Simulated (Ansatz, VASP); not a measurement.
**Two plane-wave programs on SnPHO3**

Contents of INCAR:

```
SYSTEM = SnPHO3
PREC = Accurate
ENCUT = 520
EDIFF = 1E-8
ISMEAR = -1
SIGMA = 0.02
LREAL = .FALSE.
LASPH = .TRUE.
NELM = 100
ALGO = Normal
ISIF = 2
LWAVE = .FALSE.
LCHARG = .FALSE.
GGA = PE
LEFG = .TRUE.
NBANDS = 50
```

Contents of KPOINTS:

```
regular mesh
0
G
  4 4 6
  0 0 0
```

POSCAR

```
SnPHO3
1.0
    3.5378500000     -6.1734000000      0.0000000000
    3.5378500000      6.1734000000      0.0000000000
   -2.4064500000      0.0000000000      4.0161100000
Sn H P O
2 2 2 6
Direct
    0.2439200000      0.9731600000      0.0717300000
    0.9731600000      0.2439200000      0.5717300000
    0.7237000000      0.5669000000      0.0904000000
    0.5669000000      0.7237000000      0.5904000000
    0.6355600000      0.3572400000      0.8922000000
    0.3572400000      0.6355600000      0.3922000000
    0.4043000000      0.2457000000      0.5828000000
    0.2457000000      0.4043000000      0.0828000000
    0.8547000000      0.4179000000      0.8269000000
    0.4179000000      0.8547000000      0.3269000000
    0.5913000000      0.2049000000      0.0791000000
    0.2049000000      0.5913000000      0.5791000000
```

Input for Ansatz:

```yaml
crystal:
  lattice:
    - [3.53785, -6.1734, 0.0]
    - [3.53785, 6.1734, 0.0]
    - [-2.40645, 0.0, 4.01611]
  atoms:
    - { symbol: Sn, position: [0.24392, 0.97316, 0.07173] }
    - { symbol: Sn, position: [0.97316, 0.24392, 0.57173] }
    - { symbol: H, position: [0.7237, 0.5669, 0.0904] }
    - { symbol: H, position: [0.5669, 0.7237, 0.5904] }
    - { symbol: P, position: [0.63556, 0.35724, 0.8922] }
    - { symbol: P, position: [0.35724, 0.63556, 0.3922] }
    - { symbol: O, position: [0.4043, 0.2457, 0.5828] }
    - { symbol: O, position: [0.2457, 0.4043, 0.0828] }
    - { symbol: O, position: [0.8547, 0.4179, 0.8269] }
    - { symbol: O, position: [0.4179, 0.8547, 0.3269] }
    - { symbol: O, position: [0.5913, 0.2049, 0.0791] }
    - { symbol: O, position: [0.2049, 0.5913, 0.5791] }
kpoints:
  mp_grid: { grid: [4, 4, 6] }
scf:
  occupations: { method: fermi_dirac, width: 0.02 }
hamiltonian:
  xc: pbe
  pseudopotentials: { kind: paw }
output:
  forces: true
  stress: true
  populations: true
  efg:
    quadrupole_moments_barn: { Sn: -0.132, H: 0.00285783, O: -0.02558 }
    contact_densities: true
```

Alike in both runs: task electric field gradients; functional PBE; k mesh 4 × 4 × 6; occupations fermi-dirac, width 0.02 eV; no spin polarisation.

|  | VASP | Ansatz |
| --- | --- | --- |
| version | VASP 6.6.1 | Ansatz 0.2.0 |
| potentials or method | VASP PAW PBE potentials, release 64 (Sn_d, H, P, O) | plane-wave PAW, scalar-relativistic |
| plane-wave cutoff (eV) | 520 | 420 |
| valence electrons in the cell | 76 | 76 |

```tsv
	VASP	Ansatz	Ansatz less VASP
gap on the k mesh at the Fermi level (eV)	3.64	3.65	+0.014
pressure (GPa)	9.5	9.8	+0.36
traceless stress, the component that is largest in VASP (GPa)	2.17	2.17	+0.004
rms of the force components (eV/Å)	1.789	1.817	+0.0277
size of Vzz on the site where it differs most (V/Å²)	225.6	241.6	+15.93
```

Atom by atom the forces differ by 0.050 eV/Å (rms over components).
